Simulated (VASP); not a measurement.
Write the native input for VASP 6.6.1 that does the following.

| Quantity | Value |
| --- | --- |
| Task | relaxation of cell and atoms |
| Functional | PBE |
| Potentials or basis | VASP PAW PBE potentials, release 64 (Al, Cu) |
| Cutoff | 600 eV |
| k mesh | 14 × 14 × 14 |
| Occupations | fermi-dirac, width 0.15 eV |
| Spin | no spin polarisation |
| Dipole correction | no |
| Further INCAR settings | ALGO = Fast; EDIFF = 1e-07; IBRION = 2; EDIFFG = -0.001; NSW = 80; ISIF = 3 |

The structure of Al2Cu lies in POSCAR:

```
Al2Cu
1.0
   -2.0446280244      2.0446280244      2.8912313280
    2.0446280244     -2.0446280244      2.8912313280
    2.0446280244      2.0446280244     -2.8912313280
Al Cu
2 1
Direct
    0.7500000000      0.2500000000      0.5000000000
    0.2500000000      0.7500000000      0.5000000000
    0.5000000000      0.5000000000      0.0000000000
```

The input as run:

INCAR

```
PREC = Accurate ; ENCUT = 600
EDIFF = 1E-7 ; ISMEAR = -1
SIGMA = 0.15 ; LREAL = False
LASPH = True ; NELM = 60
ALGO = Fast ; ISIF = 3
LWAVE = False ; LCHARG = False
GGA = PE ; IBRION = 2
NSW = 80 ; EDIFFG = -0.001
```

KPOINTS

```
regular mesh
0
Gamma
  14 14 14
```

Potentials or basis: VASP PAW PBE potentials, release 64 (Al, Cu).

The run is started by

```bash
$ cat potpaw_PBE.64/Al/POTCAR potpaw_PBE.64/Cu/POTCAR > POTCAR
$ mpirun -np 1 vasp_std > vasp.out
```

Results of the run:

```json
{
  "Relaxed volume": "16.17 Å³/atom",
  "Relaxed cell": "a = 4.094 Å, b = 4.094 Å, c = 4.094 Å, α = 120.00°, β = 120.00°, γ = 90.00°",
  "Space group after relaxing (to 0.1 Å)": "Fm-3m (No. 225)",
  "Energy gained by relaxing": "0.0 meV/atom",
  "Ionic steps": "36",
  "Pressure after relaxing": "0.0 GPa",
  "Band gap on the k mesh": "zero (an odd number of electrons rules out a gap without spin polarisation)"
}
```

Wall time 32 min on 1 thread of Intel(R) Xeon(R) Platinum 8259CL CPU @ 2.50GHz (Skylake/Cascade Lake) (shared host), peak memory 0.38 GiB.
